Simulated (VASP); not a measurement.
Input of a VASP 6.6.1 run:

The input INCAR:

```
SYSTEM = Ag4B
ALGO     = Normal         ! electronic algorithm
DIPOL    = 0.5 0.5 0.498
EDIFF    = 1E-7           ! SCF threshold, eV
ENCUT    = 520            ! plane-wave cutoff, eV
GGA      = PS             ! functional
IDIPOL   = 3            
ISIF     = 2              ! what is computed and relaxed
ISMEAR   = 0              ! smearing method
LASPH    = .True.         ! aspherical terms in the spheres
LCHARG   = .False.        ! write CHGCAR
LDIPOL   = .True.       
LREAL    = .False.        ! projectors in reciprocal space
LWAVE    = .False.        ! write WAVECAR
NBANDS   = 32             ! bands
NELM     = 100            ! most SCF steps
PREC     = Accurate       ! precision mode
SIGMA    = 0.1            ! smearing width, eV
```

Contents of KPOINTS:

```
k-points
0
Gamma
  10 10 1
  0 0 0
```

The input POSCAR:

```
Ag4B
1.0
    2.8669036820      0.0000000000      0.0000000000
    0.0000000000      2.8669036820      0.0000000000
    0.0000000000      0.0000000000     25.0816211037
Ag B
4 1
Direct
    0.5000000000      0.5000000000      0.3388935654
    0.0000000000      0.0000000000      0.4197179677
    0.5000000000      0.5000000000      0.5006958046
    0.0000000000      0.0000000000      0.5834158414
    0.0000000000      0.5000000000      0.6479254926
```

Potentials or basis: VASP PAW PBE potentials, release 64 (Ag, B).

The run is started by

```bash
$ cat potpaw_PBE.64/Ag/POTCAR potpaw_PBE.64/B/POTCAR > POTCAR
$ mpirun -np 1 vasp_std > vasp.out
```

Problem. What does it give for the largest force?

Solution. 0.130 eV/Å.

Problem. What does it give for the band gap on the k mesh?

Solution. Zero (an odd number of electrons rules out a gap without spin polarisation).

Forces on the atoms (eV/Å):
```
Ag   0.000  0.000  0.130
Ag   0.000  0.000 -0.126
Ag   0.000  0.000 -0.001
Ag   0.000  0.000 -0.018
B    0.000  0.000  0.016
```

Caveat: the PAW data sets were made with another functional, which shifts forces and pressure a little.
